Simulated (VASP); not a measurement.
# PbSe (Cmcm) in VASP: a series of runs

The runs below take PbSe through relaxation of cell and atoms, with r2SCAN+D3(BJ).

Program: VASP 6.6.1. These are calculated values, not measurements. Logs are shortened: lines on timing, memory, paths and dates and some standing lists are left out, and cuts for length are marked.

### 1 The cell of the first run

It takes space group Cmcm (No. 63, orthorhombic). Conventional cell: a = 4.310 Å, b = 12.268 Å, c = 4.450 Å, α = 90.00°, β = 90.00°, γ = 90.00°. Pb (site symmetry m2m) has 5 Se at 2.82 to 3.10 Å within 3.7 Å. Within 3.7 Å of Se (site symmetry m2m) lie 5 Pb at 2.82 to 3.10 Å.

### 2 Relaxation of cell and atoms, r2SCAN+D3(BJ)

POSCAR reads:

```
PbSe
1.0
    2.1548770000     -6.1339470000      0.0000000000
    2.1548770000      6.1339470000      0.0000000000
    0.0000000000      0.0000000000      4.4504940000
Pb Se
2 2
Direct
    0.6317610000      0.3682390000      0.7500000000
    0.3682390000      0.6317610000      0.2500000000
    0.8612900000      0.1387100000      0.7500000000
    0.1387100000      0.8612900000      0.2500000000
```

INCAR.step1 reads:

```
SYSTEM = PbSe
PREC = Accurate
ENCUT = 600
ISMEAR = 0
SIGMA = 0.01
LREAL = .FALSE.
LASPH = .TRUE.
NELM = 80
GGA = PE
ALGO = Normal
EDIFF = 1E-4
LWAVE = .TRUE.
LCHARG = .FALSE.
```

INCAR.step2 reads:

```
SYSTEM = PbSe
PREC = Accurate
ENCUT = 600
EDIFF = 1E-6
ISMEAR = 0
SIGMA = 0.01
LREAL = .FALSE.
LASPH = .TRUE.
NELM = 80
ALGO = Normal
ISIF = 3
LWAVE = .FALSE.
LCHARG = .FALSE.
METAGGA = R2SCAN
LMIXTAU = .TRUE.
IVDW = 12
VDW_S6 = 1.0
VDW_S8 = 0.78981345
VDW_A1 = 0.49484001
VDW_A2 = 5.73083694
IBRION = 2
NSW = 80
EDIFFG = -0.01
ISTART = 1
```

KPOINTS reads:

```
Automatic mesh
0
G
  4 4 4
  0 0 0
```

Potentials or basis: VASP PAW PBE potentials, release 64 (Pb_d, Se).

On the command line:

```sh
> cat potpaw_PBE.64/Pb_d/POTCAR potpaw_PBE.64/Se/POTCAR > POTCAR
> cp INCAR.step1 INCAR
> mpirun -np 1 vasp_std > vasp.out
> cp INCAR.step2 INCAR
> mpirun -np 1 vasp_std > vasp.out
```

OUTCAR:

```text
SYSTEM = PbSe
   PREC = Accurate
   ENCUT = 600
   EDIFF = 1E-6
   ISMEAR = 0
   LREAL = .FALSE.
   LASPH = .TRUE.
   NELM = 80
   ISIF = 3
   METAGGA = R2SCAN
   IVDW = 12
   IBRION = 2
   NSW = 80
   EDIFFG = -0.01
   ISTART = 1
 IVDW          = 12

 ion  position               nearest neighbor table
   1  0.632  0.368  0.750-   3 2.82   4 3.10   4 3.10   4 3.10   4 3.10   2 3.92   2 3.92
   2  0.368  0.632  0.250-   4 2.82   3 3.10   3 3.10   3 3.10   3 3.10   1 3.92   1 3.92
   3  0.861  0.139  0.750-   1 2.82   2 3.10   2 3.10   2 3.10   2 3.10
   4  0.139  0.861  0.250-   2 2.82   1 3.10   1 3.10   1 3.10   1 3.10

  LATTYP: Found a base centered orthorhombic cell.
 ALAT       =     4.3097540000
 B/A-ratio  =     2.8465415891
 C/A-ratio  =     1.0326561562

  Lattice vectors:

 A1 = (   2.1548770000,  -6.1339470000,   0.0000000000)
 A2 = (   2.1548770000,   6.1339470000,   0.0000000000)
 A3 = (   0.0000000000,   0.0000000000,   4.4504940000)

Analysis of symmetry for initial positions (statically):
=====================================================================
 Subroutine PRICEL returns:
 Original cell was already a primitive cell.

 Routine SETGRP: Setting up the symmetry group for a
 base centered orthorhombic supercell.

 Subroutine GETGRP returns: Found  8 space group operations
 (whereof  4 operations were pure point group operations)
 out of a pool of  8 trial point group operations.

The static configuration has the point symmetry C_2h.
 The point group associated with its full space group is D_2h.

Analysis of symmetry for dynamics (positions and initial velocities):
=====================================================================
 Subroutine PRICEL returns:
 Original cell was already a primitive cell.

 Routine SETGRP: Setting up the symmetry group for a
 base centered orthorhombic supercell.

 Subroutine GETGRP returns: Found  8 space group operations
 (whereof  4 operations were pure point group operations)
 out of a pool of  8 trial point group operations.

The dynamic configuration has the point symmetry C_2h.
 The point group associated with its full space group is D_2h.

 Subroutine INISYM returns: Found  8 space group operations
 (whereof  4 operations are pure point group operations),
 and found     1 'primitive' translations

----------------------------------------------------------------------------------------

                                     Primitive cell

  volume of cell :     117.6524

  direct lattice vectors                    reciprocal lattice vectors
     2.154877000 -6.133947000  0.000000000     0.232031805 -0.081513583  0.000000000
     2.154877000  6.133947000  0.000000000     0.232031805  0.081513583  0.000000000
     0.000000000  0.000000000  4.450494000     0.000000000  0.000000000  0.224694158

  length of vectors
     6.501446046  6.501446046  4.450494000     0.245933371  0.245933371  0.224694158

  position of ions in fractional coordinates (direct lattice)
     0.631761000  0.368239000  0.750000000
     0.368239000  0.631761000  0.250000000
     0.861290000  0.138710000  0.750000000
     0.138710000  0.861290000  0.250000000

  ion indices of the primitive-cell ions
   primitive index   ion index
                 1           1
                 2           2
                 3           3
                 4           4

----------------------------------------------------------------------------------------

 KPOINTS: Automatic mesh

Automatic generation of k-mesh.
 Grid dimensions read from file:
 generate k-points for:    4    4    4

 Generating k-lattice:

  Cartesian coordinates                     Fractional coordinates (reciprocal lattice)
     0.058007951 -0.020378396  0.000000000     0.250000000 -0.000000000  0.000000000
     0.058007951  0.020378396  0.000000000    -0.000000000  0.250000000  0.000000000
     0.000000000  0.000000000  0.056173539     0.000000000  0.000000000  0.250000000

  Length of vectors
     0.061483343  0.061483343  0.056173539

  Shift w.r.t. Gamma in fractional coordinates (k-lattice)
     0.000000000  0.000000000  0.000000000

 Subroutine IBZKPT returns following result:
 ===========================================

 Found     21 irreducible k-points:

 Following reciprocal coordinates:
            Coordinates               Weight
  0.000000  0.000000  0.000000      1.000000
  0.250000 -0.000000  0.000000      4.000000
  0.500000 -0.000000  0.000000      2.000000
  0.250000  0.250000  0.000000      2.000000
  0.500000  0.250000  0.000000      4.000000
 -0.250000  0.250000  0.000000      2.000000
[... 13 lines left out ...]
 -0.250000  0.250000  0.500000      2.000000
  0.500000  0.500000  0.500000      1.000000
   k-points           NKPTS =     21   k-points in BZ     NKDIM =     21   number of bands    NBANDS=     24
   number of dos      NEDOS =    301   number of ions     NIONS =      4
   total plane-waves  NPLWV = 104976
[... 54 lines left out ...]

--------------------------------------- Ionic step        1  -------------------------------------------

 number of electron      39.9999996 magnetization

 Free energy of the ion-electron system (eV)
  ---------------------------------------------------
  ext. energy  EPLUGINS =         0.00000000
  ---------------------------------------------------
  free energy    TOTEN  =      -143.73171684 eV

  energy without entropy =     -143.73171684  energy(sigma->0) =     -143.73171684

 E-fermi :   4.1336     XC(G=0):  -9.9347

 val. band max:        4.0267845913   @ k =   0.0000   0.0000   0.5000
 cond. band min:       5.4667969405   @ k =   0.5000   0.5000   0.0000
 fundamental gap:      1.4400123492
 Fermi energy:         4.1336145553

 k-point     1 :       0.0000    0.0000    0.0000
  band No.  band energies     occupation
      1     -13.0055      2.00000
      2     -12.9175      2.00000
      3     -12.9124      2.00000
      4     -12.9049      2.00000
      5     -12.8907      2.00000
      6     -12.8831      2.00000
[... 16 lines left out ...]
     23       9.1013      0.00000
     24       9.7644      0.00000
[... 648 lines left out ...]
 POSITION                                       TOTAL-FORCE (eV/Angst)
 -----------------------------------------------------------------------------------
      2.14332     -1.60305      3.31843         0.000000      0.126050     -0.000000
      2.14332      1.60305      1.10614         0.000000     -0.126050      0.000000
      2.14332     -4.39267      3.31843         0.000000     -0.042806     -0.000000
      2.14332      4.39267      1.10614         0.000000      0.042806     -0.000000
 -----------------------------------------------------------------------------------
    total drift:                               -0.000000     -0.000000     -0.000000

  FREE ENERGIE OF THE ION-ELECTRON SYSTEM (eV)
  ---------------------------------------------------
  free  energy   TOTEN  =      -144.4143900825 eV

  energy  without entropy=     -144.4143900825  energy(sigma->0) =     -144.41439008

[... ionic steps 4 to 10 ...]

--------------------------------------- Ionic step       11  -------------------------------------------

 number of electron      39.9999998 magnetization

------------------------ aborting loop because EDIFF is reached ----------------------------------------

 Edisp (eV)   -0.69932

 E8    (eV) :    -0.2580

  FORCE on cell =-STRESS in cart. coord.  units (eV):
  Direction    XX          YY          ZZ          XY          YZ          ZX
  --------------------------------------------------------------------------------------
  -------------------------------------------------------------------------------------
  Total      -0.00294     0.09171     0.01803     0.00000     0.00000     0.00000
  in kB      -0.04140     1.29295     0.25415     0.00000     0.00000     0.00000
  external pressure =        0.50 kB  Pullay stress =        0.00 kB
[... 52 lines left out ...]
 POSITION                                       TOTAL-FORCE (eV/Angst)
 -----------------------------------------------------------------------------------
      2.13846     -1.53754      3.32233         0.000000     -0.005875     -0.000000
      2.13846      1.53754      1.10744         0.000000      0.005875      0.000000
      2.13846     -4.34260      3.32233         0.000000      0.013924      0.000000
      2.13846      4.34260      1.10744         0.000000     -0.013924      0.000000
 -----------------------------------------------------------------------------------
    total drift:                               -0.000000     -0.000000     -0.000000

  FREE ENERGIE OF THE ION-ELECTRON SYSTEM (eV)
  ---------------------------------------------------
  free  energy   TOTEN  =      -144.4208708280 eV

  energy  without entropy=     -144.4208708280  energy(sigma->0) =     -144.42087083

--------------------------------------- Ionic step       13  -------------------------------------------

 number of electron      39.9999998 magnetization

 Free energy of the ion-electron system (eV)
  ---------------------------------------------------
  ext. energy  EPLUGINS =         0.00000000
  ---------------------------------------------------
  free energy    TOTEN  =      -143.72199316 eV

  energy without entropy =     -143.72199316  energy(sigma->0) =     -143.72199316

 E-fermi :   4.4425     XC(G=0): -10.1174

 val. band max:        4.3626176435   @ k =   0.0000   0.0000   0.5000
 cond. band min:       5.7478493115   @ k =   0.5000   0.5000   0.0000
 fundamental gap:      1.3852316680
 Fermi energy:         4.4424552803

 k-point     1 :       0.0000    0.0000    0.0000
  band No.  band energies     occupation
      1     -12.6938      2.00000
      2     -12.5988      2.00000
      3     -12.5927      2.00000
      4     -12.5846      2.00000
      5     -12.5623      2.00000
      6     -12.5590      2.00000
[... 16 lines left out ...]
     23       9.4412      0.00000
     24      10.1014      0.00000
[... 564 lines left out ...]
 POSITION                                       TOTAL-FORCE (eV/Angst)
 -----------------------------------------------------------------------------------
      2.13958     -1.53788      3.32100         0.000000      0.004256      0.000000
      2.13958      1.53788      1.10700         0.000000     -0.004256      0.000000
      2.13958     -4.34108      3.32100         0.000000      0.009630     -0.000000
      2.13958      4.34108      1.10700         0.000000     -0.009630      0.000000
 -----------------------------------------------------------------------------------
    total drift:                               -0.000000     -0.000000     -0.000000

  FREE ENERGIE OF THE ION-ELECTRON SYSTEM (eV)
  ---------------------------------------------------
  free  energy   TOTEN  =      -144.4208865900 eV

  energy  without entropy=     -144.4208865900  energy(sigma->0) =     -144.42088659

 reached required accuracy - stopping structural energy minimisation
```

It took 33 min on 1 thread of Intel Xeon 6975P-C (Granite Rapids), shared host; peak memory 0.39 GiB.

Results:

```
Free energy                           : -144.4209 eV
Relaxed volume                        : 28.43 Å³/atom
Relaxed cell                          : a = 6.371 Å, b = 6.371 Å, c = 4.428 Å, α = 90.00°, β = 90.00°, γ = 140.76°
Space group after relaxing (to 0.1 Å) : Cmcm (No. 63)
Energy gained by relaxing             : 3.6 meV/atom
Ionic steps                           : 13
Pressure after relaxing               : 0.0 GPa
Largest force after relaxing          : 0.010 eV/Å
Band gap on the k mesh                : 1.39 eV (least direct gap 1.79 eV)
Dispersion energy per atom            : -0.175 eV
```

Forces in eV/Å, atoms in the order of the input:
```
Pb   0.000  0.004  0.000
Pb   0.000 -0.004  0.000
Se   0.000  0.010  0.000
Se   0.000 -0.010  0.000
```

Step by step:
| step | energy change (eV) | largest force (eV/Å) | pressure (GPa) | volume (Å³) |
| --- | --- | --- | --- | --- |
| 1 | 0.0000 | 0.0622 | -1.00 | 117.65 |
| 2 | -0.0067 | 0.1763 | 0.37 | 114.56 |
| 3 | -0.0078 | 0.1260 | 0.00 | 115.36 |
| 4 | -0.0093 | 0.1081 | 0.01 | 115.09 |
| 5 | -0.0125 | 0.0538 | 0.06 | 114.30 |
| 6 | -0.0116 | 0.0747 | 0.19 | 112.71 |
| 7 | -0.0134 | 0.0314 | 0.10 | 113.68 |
| 8 | -0.0138 | 0.0092 | -0.15 | 114.04 |
| 9 | -0.0140 | 0.0175 | -0.06 | 113.90 |
| 10 | -0.0142 | 0.0167 | 0.04 | 113.67 |
| 11 | -0.0142 | 0.0178 | 0.05 | 113.64 |
| 12 | -0.0142 | 0.0139 | -0.02 | 113.75 |
| 13 | -0.0143 | 0.0096 | 0.00 | 113.71 |

Final structure:
```xyz
4
Lattice="2.1396 -6.0013 0.0000 2.1396 6.0013 0.0000 0.0000 0.0000 4.4280" Properties=species:S:1:pos:R:3 pbc="T T T"
Pb    2.1396   -1.5379    3.3210
Pb    2.1396    1.5379    1.1070
Se    2.1396   -4.3411    3.3210
Se    2.1396    4.3411    1.1070
```

Levels at points of the mesh, in eV from the valence-band top:
| k point | band 18 | band 19 | band 20 | band 21 | band 22 | band 23 |
| --- | --- | --- | --- | --- | --- | --- |
| (0.00, 0.00, 0.00) | -1.68 | -1.36 | -0.45 | 4.88 | 4.92 | 5.08 |
| (0.50, 0.00, 0.00) | -0.99 | -0.49 | -0.19 | 1.92 | 1.97 | 2.04 |
| (0.50, 0.50, 0.00) | -1.67 | -1.15 | -0.54 | 1.39 | 4.58 | 4.89 |
| (0.00, 0.00, 0.50) | -0.97 | 0.00 | 0.00 | 1.89 | 1.89 | 2.66 |
| (0.50, 0.00, 0.50) | -3.23 | -1.31 | -1.31 | 3.53 | 3.53 | 5.94 |
| (0.50, 0.50, 0.50) | -0.97 | -0.38 | -0.38 | 1.74 | 1.74 | 3.19 |

Caveat: the PAW data sets were made with another functional, which shifts forces and pressure a little; spin-orbit coupling is left out, which moves the levels of the heavy elements. A k mesh can miss the band edges.

### 3 Relaxation of cell and atoms, r2SCAN+D3(BJ), target pressure 2 GPa, at which the enthalpy is minimised

POSCAR is that of step 2.

INCAR.step1 reads:

```
SYSTEM = PbSe
  PREC = Accurate
  ENCUT = 600
  ISMEAR = 0
  SIGMA = 0.01
  LREAL = .FALSE.
  LASPH = .TRUE.
  NELM = 80
  GGA = PE
  ALGO = Normal
  EDIFF = 1E-4
  LWAVE = .TRUE.
  LCHARG = .FALSE.
```

INCAR.step2 reads:

```
SYSTEM = PbSe
  PREC = Accurate
  ENCUT = 600
  EDIFF = 1E-7
  ISMEAR = 0
  SIGMA = 0.01
  LREAL = .FALSE.
  LASPH = .TRUE.
  NELM = 80
  ALGO = Normal
  ISIF = 3
  LWAVE = .FALSE.
  LCHARG = .FALSE.
  METAGGA = R2SCAN
  LMIXTAU = .TRUE.
  IVDW = 12
  VDW_S6 = 1.0
  VDW_S8 = 0.78981345
  VDW_A1 = 0.49484001
  VDW_A2 = 5.73083694
  IBRION = 2
  NSW = 80
  EDIFFG = -0.01
  PSTRESS = 20.0
  ISTART = 1
```

KPOINTS reads:

```
regular mesh
0
G
  4 4 4
  0 0 0
```

Potentials or basis: VASP PAW PBE potentials, release 64 (Pb_d, Se).

On the command line:

```sh
> cat potpaw_PBE.64/Pb_d/POTCAR potpaw_PBE.64/Se/POTCAR > POTCAR
> cp INCAR.step1 INCAR
> mpirun -np 1 vasp_std > vasp.out
> cp INCAR.step2 INCAR
> mpirun -np 1 vasp_std > vasp.out
```

It took 50 min on 1 thread of Intel Xeon 6975P-C (Granite Rapids), shared host; peak memory 0.39 GiB.

Results (log left out):

```yaml
Free_energy: -144.3898 eV
Relaxed_volume: 27.10 Å³/atom
Relaxed_cell: a = 6.225 Å, b = 6.225 Å, c = 4.389 Å, α = 90.00°, β = 90.00°, γ = 140.41°
Space_group_after_relaxing_to_0.1_Å: Cmcm (No. 63)
Energy_change_on_relaxing_the_run_minimises_the_enthalpy: +4.2 meV/atom
Ionic_steps: 18
Pressure_after_relaxing: 2.0 GPa
Largest_force_after_relaxing: 0.005 eV/Å
Band_gap_on_the_k_mesh: 1.30 eV (least direct gap 1.82 eV)
Dispersion_energy_per_atom: -0.184 eV
```

Forces in eV/Å, atoms in the order of the input:
```
Pb   0.000  0.001  0.000
Pb   0.000 -0.001  0.000
Se   0.000  0.005  0.000
Se   0.000 -0.005  0.000
```

Step by step:
```tsv
step	energy change (eV)	largest force (eV/Å)	pressure (GPa)	volume (Å³)
1	0.0000	0.0622	-1.00	117.65
2	0.0663	0.5136	3.66	108.52
3	0.0162	0.3335	1.99	111.36
4	0.0133	0.2552	2.02	110.64
5	0.0243	0.0774	2.26	108.51
6	0.0165	0.0536	1.96	108.54
7	0.0161	0.0475	1.90	108.55
8	0.0188	0.0233	2.06	108.29
9	0.0200	0.0281	2.13	108.20
10	0.0181	0.0198	2.05	108.32
11	0.0158	0.0137	1.96	108.48
12	0.0161	0.0138	1.97	108.46
13	0.0167	0.0112	2.00	108.41
14	0.0174	0.0096	2.03	108.35
15	0.0187	0.0095	2.09	108.25
16	0.0179	0.0106	2.06	108.31
17	0.0176	0.0077	2.04	108.33
18	0.0169	0.0050	2.00	108.39
```

Final structure:
```
CELL_PARAMETERS angstrom
2.10806 -5.85721 0.00000
2.10806 5.85721 0.00000
0.00000 0.00000 4.38904
ATOMIC_POSITIONS crystal
Pb 0.62460 0.37540 0.75000
Pb 0.37540 0.62460 0.25000
Se 0.86320 0.13680 0.75000
Se 0.13680 0.86320 0.25000
```

Levels at points of the mesh, in eV from the valence-band top:
```
           k point  band 16  band 17  band 18  band 19  band 20  band 21  band 22  band 23  band 24
(0.00, 0.00, 0.00)    -3.30    -2.36    -1.90    -1.51    -0.58     4.80     4.84     5.13     5.70
(0.50, 0.00, 0.00)    -2.08    -1.49    -1.11    -0.61    -0.24     1.78     1.82     1.97     3.11
(0.50, 0.50, 0.00)    -2.73    -2.25    -1.62    -1.25    -0.63     1.30     4.53     4.78     4.97
(0.00, 0.00, 0.50)    -3.10    -1.07    -1.07     0.00     0.00     1.82     1.82     2.58     2.58
(0.50, 0.00, 0.50)    -4.52    -3.55    -3.55    -1.38    -1.38     3.44     3.44     6.07     6.07
(0.50, 0.50, 0.50)    -1.25    -0.98    -0.98    -0.48    -0.48     1.76     1.76     3.21     3.21
```

Caveat: the cell is relaxed towards a set pressure, so the run minimises the enthalpy, not the energy; the PAW data sets were made with another functional, which shifts forces and pressure a little; spin-orbit coupling is left out, which moves the levels of the heavy elements. A k mesh can miss the band edges.
